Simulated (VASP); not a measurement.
# TaN (P-6m2) in VASP: notebook, part 2 of 3

VASP 6.6.1.

## (4) Relaxation of cell and atoms, PBEsol, target pressure 16 GPa, at which the enthalpy is minimised

This run uses another cell than the first one, of 10.63 Å³/atom.

Input file INCAR:

```
PREC = Accurate ; ENCUT = 600
EDIFF = 1E-6 ; ISMEAR = -1
SIGMA = 0.15 ; LREAL = False
LASPH = True ; NELM = 100
ALGO = Normal ; ISIF = 3
LWAVE = False ; LCHARG = False
GGA = PS ; IBRION = 2
NSW = 80 ; EDIFFG = -0.001
PSTRESS = 160.0
```

Input file KPOINTS:

```
regular mesh
0
Gamma
  18 18 14
```

Input file POSCAR:

```
TaN
1.0
    2.9242701629      0.0000000000      0.0000000000
   -1.4621350814      2.5324922486      0.0000000000
    0.0000000000      0.0000000000      2.8701686366
Ta N
1 1
Direct
    0.3333333333      0.6666666667      0.5000000000
    0.0000000000      0.0000000000      0.0000000000
```

Potentials or basis: VASP PAW PBE potentials, release 64 (Ta_pv, N).

On the command line:

```bash
> cat potpaw_PBE.64/Ta_pv/POTCAR potpaw_PBE.64/N/POTCAR > POTCAR
> mpirun -np 1 vasp_std > vasp.out
```

OUTCAR:

```text
PREC = Accurate
   ENCUT = 600
   EDIFF = 1E-6
   ISMEAR = -1
   LREAL = False
   LASPH = True
   NELM = 100
   ISIF = 3
   GGA = PS
   IBRION = 2
   NSW = 80
   EDIFFG = -0.001
   PSTRESS = 160.0

 ion  position               nearest neighbor table
   1  0.333  0.667  0.500-   2 2.22   2 2.22   2 2.22   2 2.22   2 2.22   2 2.22
   2  0.000  0.000  0.000-   1 2.22   1 2.22   1 2.22   1 2.22   1 2.22   1 2.22

  LATTYP: Found a hexagonal cell.
 ALAT       =     2.9242701629
 C/A-ratio  =     0.9814991354

  Lattice vectors:

 A1 = (   2.9242701629,   0.0000000000,   0.0000000000)
 A2 = (  -1.4621350814,   2.5324922486,   0.0000000000)
 A3 = (   0.0000000000,   0.0000000000,   2.8701686366)

Analysis of symmetry for initial positions (statically):
=====================================================================
 Subroutine PRICEL returns:
 Original cell was already a primitive cell.

 Routine SETGRP: Setting up the symmetry group for a
 hexagonal supercell.

 Subroutine GETGRP returns: Found 12 space group operations
 (whereof 12 operations were pure point group operations)
 out of a pool of 24 trial point group operations.

The static configuration has the point symmetry D_3h.

Analysis of symmetry for dynamics (positions and initial velocities):
[... 197 lines left out ...]

 number of electron      16.0000001 magnetization

 E-fermi :  10.0056     XC(G=0): -14.4219

 val. band max:       10.0029142804   @ k =   0.5000   0.0000   0.5000
 cond. band min:      10.0504707495   @ k =   0.3333   0.3333   0.0000
 fundamental gap:      0.0475564691
 Fermi energy:        10.0055874414

 k-point     1 :       0.0000    0.0000    0.0000
  band No.  band energies     occupation
      1     -24.4185      2.00000
      2     -24.0339      2.00000
      3     -24.0339      2.00000
      4      -9.1125      2.00000
      5       4.5659      2.00000
      6       4.5659      2.00000
      7       4.8199      2.00000
      8       6.8428      2.00000
      9      13.3844      0.00000
     10      14.3127      0.00000
     11      14.3127      0.00000
     12      14.8938      0.00000
[... 416 lines left out ...]
  energy  without entropy=      -23.7645127592  energy(sigma->0) =      -23.76945667

  enthalpy is  TOTEN    =       -21.7277708092 eV   P V=        2.0466297682

[... ionic steps 4 to 35 ...]

--------------------------------------- Ionic step       36  -------------------------------------------

 number of electron      15.9999998 magnetization

------------------------ aborting loop because EDIFF is reached ----------------------------------------
[... 71 lines left out ...]
--------------------------------------- Ionic step       38  -------------------------------------------

 number of electron      15.9999998 magnetization

 Free energy of the ion-electron system (eV)
  ---------------------------------------------------
  ext. energy  EPLUGINS =         0.00000000
  ---------------------------------------------------
  free energy    TOTEN  =       -23.77077454 eV

  energy without entropy =      -23.76100511  energy(sigma->0) =      -23.76588982

 E-fermi :   8.6802     XC(G=0): -13.7927

 val. band max:        8.6719083682   @ k =   0.0556   0.0000   0.4286
 cond. band min:       8.7502176835   @ k =   0.0000   0.0000   0.3571
 fundamental gap:      0.0783093153
 Fermi energy:         8.6802051999

 k-point     1 :       0.0000    0.0000    0.0000
  band No.  band energies     occupation
      1     -25.9879      2.00000
      2     -25.6786      2.00000
      3     -25.6786      2.00000
      4      -9.4892      2.00000
      5       3.8728      2.00000
      6       3.8729      2.00000
      7       4.1620      2.00000
      8       5.6608      2.00000
      9      11.2858      0.00000
     10      12.4754      0.00000
     11      12.4754      0.00000
     12      12.9287      0.00000
[... 378 lines left out ...]
  energy  without entropy=      -23.7610051054  energy(sigma->0) =      -23.76588982

  enthalpy is  TOTEN    =       -21.7280414192 eV   P V=        2.0427331170

 reached required accuracy - stopping structural energy minimisation
```

OSZICAR:

```text
N       E                     dE             d eps       ncg     rms          rms(c)
DAV:   1     0.971409239214E+02    0.97141E+02   -0.10093E+04  7104   0.158E+03
DAV:   2    -0.219953159335E+02   -0.11914E+03   -0.11286E+03  8052   0.372E+02
[... 190 lines left out ...]
       N       E                     dE             d eps       ncg     rms          rms(c)
DAV:   1    -0.237707826759E+02    0.62389E-04   -0.60340E-07  3552   0.110E-02    0.285E-03
DAV:   2    -0.237707826408E+02    0.35135E-07   -0.10325E-07  3552   0.370E-03
  37 F= -.21728041E+02 E0= -.21723157E+02  d E =0.102792E-06
       N       E                     dE             d eps       ncg     rms          rms(c)
DAV:   1    -0.237707745260E+02    0.81499E-05   -0.18902E-08  3552   0.155E-03    0.366E-04
DAV:   2    -0.237707745362E+02   -0.10154E-07   -0.75364E-09  3552   0.941E-04
  38 F= -.21728041E+02 E0= -.21723157E+02  d E =0.591064E-07
```

It took 4.8 min on 1 thread of Intel Xeon Platinum 8559C (Emerald Rapids), shared host; peak memory 0.25 GiB.

What came out:

- Free energy: -23.7708 eV
- Relaxed volume: 10.23 Å³/atom
- Relaxed cell: a = 2.884 Å, b = 2.884 Å, c = 2.839 Å, α = 90.00°, β = 90.00°, γ = 120.00°
- Space group after relaxing (to 0.1 Å): P-6m2 (No. 187)
- Energy change on relaxing (the run minimises the enthalpy): +20.2 meV/atom
- Ionic steps: 38
- Pressure after relaxing: 16.0 GPa
- Band gap on the k mesh: zero (bands 8 and 9 overlap by 0.35 eV)

The path:
```
step  energy change (eV)  largest force (eV/Å)  pressure (GPa)  volume (Å³)
   1              0.0000                0.0000            0.73        21.26
   2              0.6321                0.0000           77.06        18.29
   3              0.0369                0.0000           15.25        20.49
   4              0.0399                0.0000           15.87        20.46
   5              0.0415                0.0000           16.22        20.45
   6              0.0422                0.0000           16.26        20.44
   7              0.0417                0.0000           16.23        20.44
   8              0.0417                0.0000           16.24        20.44
   9              0.0419                0.0000           16.25        20.44
  10              0.0417                0.0000           16.25        20.44
  11              0.0382                0.0000           15.53        20.48
  12              0.0406                0.0000           15.99        20.45
  13              0.0407                0.0000           16.02        20.45
  14              0.0407                0.0000           16.03        20.45
  15              0.0406                0.0000           16.04        20.45
  16              0.0404                0.0000           15.99        20.46
  17              0.0406                0.0000           16.01        20.45
  18              0.0406                0.0000           16.01        20.45
  19              0.0406                0.0000           16.01        20.45
  20              0.0406                0.0000           16.01        20.45
  21              0.0406                0.0000           16.01        20.45
  22              0.0404                0.0000           16.01        20.46
  23              0.0400                0.0000           15.89        20.46
  24              0.0404                0.0000           15.96        20.46
  25              0.0404                0.0000           15.97        20.46
  26              0.0404                0.0000           15.97        20.46
  27              0.0406                0.0000           15.97        20.45
  28              0.0412                0.0000           16.13        20.45
  29              0.0407                0.0000           16.04        20.45
  30              0.0406                0.0000           16.04        20.45
  31              0.0406                0.0000           16.03        20.45
  32              0.0406                0.0000           16.02        20.45
  33              0.0406                0.0000           16.02        20.45
  34              0.0405                0.0000           16.02        20.46
  35              0.0401                0.0000           15.93        20.46
  36              0.0404                0.0000           15.91        20.46
  37              0.0405                0.0000           15.97        20.46
  38              0.0405                0.0000           15.99        20.46
```

Final structure:
```yaml
crystal:
  lattice:
    - [2.88439, 0.00000, 0.00000]
    - [-1.44219, 2.49795, 0.00000]
    - [0.00000, 0.00000, 2.83900]
  atoms:
    - { symbol: Ta, position: [0.33333, 0.66667, 0.50000] }
    - { symbol: N, position: [0.00000, 0.00000, 0.00000] }
```

Levels at points of the mesh, in eV from the Fermi level:
```tsv
k point	band 6	band 7	band 8	band 9	band 10	band 11
(0.00, 0.00, 0.00)	-4.81	-4.52	-3.02	2.61	3.80	3.80
(0.50, 0.00, 0.00)	-5.52	-3.76	-3.28	3.15	4.36	5.47
(0.00, 0.00, 0.50)	-3.94	-3.94	-0.16	-0.16	2.52	3.45
(0.50, 0.00, 0.50)	-6.44	-6.01	-0.28	4.50	5.77	6.50
```

Caveat: the cell is relaxed towards a set pressure, so the run minimises the enthalpy, not the energy; the PAW data sets were made with another functional, which shifts forces and pressure a little; spin-orbit coupling is left out, which moves the levels of the heavy elements.

(Part 2 of 3 ends here.)
